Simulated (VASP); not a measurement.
Write the native input for VASP 6.6.1 that does the following.

* Task: single point
* Functional: PBE
* Dispersion: D3(BJ)
* Potentials or basis: VASP PAW PBE potentials, release 64 (Na_pv)
* Cutoff: 520 eV
* k mesh: 12 × 12 × 4
* Occupations: gaussian, width 0.1 eV
* Spin: no spin polarisation
* Dipole correction: no
* Further INCAR settings: ALGO = Fast; EDIFF = 1e-06; NBANDS = 22

The structure of Na lies in POSCAR:

```
Na
1.0
    3.6497977387      0.0000000000      0.0000000000
   -1.8248988693      3.1608175604      0.0000000000
    0.0000000000      0.0000000000     11.8356927008
Na
4
Direct
    0.0000000000      0.0000000000      0.0000000000
    0.3333333333      0.6666666667      0.7500000000
    0.0000000000      0.0000000000      0.5000000000
    0.6666666667      0.3333333333      0.2500000000
```

The input as run:

INCAR

```
ALGO = Fast ; EDIFF = 1E-6
ENCUT = 520 ; GGA = PE
ISIF = 2 ; ISMEAR = 0
IVDW = 12 ; LASPH = True
LCHARG = False ; LREAL = False
LWAVE = False ; NBANDS = 22
NELM = 80 ; PREC = Accurate
SIGMA = 0.1
```

KPOINTS

```
k-points
0
Gamma
  12 12 4
```

Potentials or basis: VASP PAW PBE potentials, release 64 (Na_pv).

Command:

```sh
$ cat potpaw_PBE.64/Na_pv/POTCAR > POTCAR
$ mpirun -np 1 vasp_std > vasp.out
```

It gave:

The pressure is -0.1 GPa and the band gap on the k mesh is zero (band 14 reaches 2.11 eV, above the bottom of band 15 at -1.78 eV). The dispersion energy per atom is -0.167 eV.

Caveat: pairwise dispersion overbinds metals, which lowers pressure and volume.

Wall time 3 min on 1 thread of Oxide Virtual Turin-like Processor (shared host), peak memory 0.27 GiB.
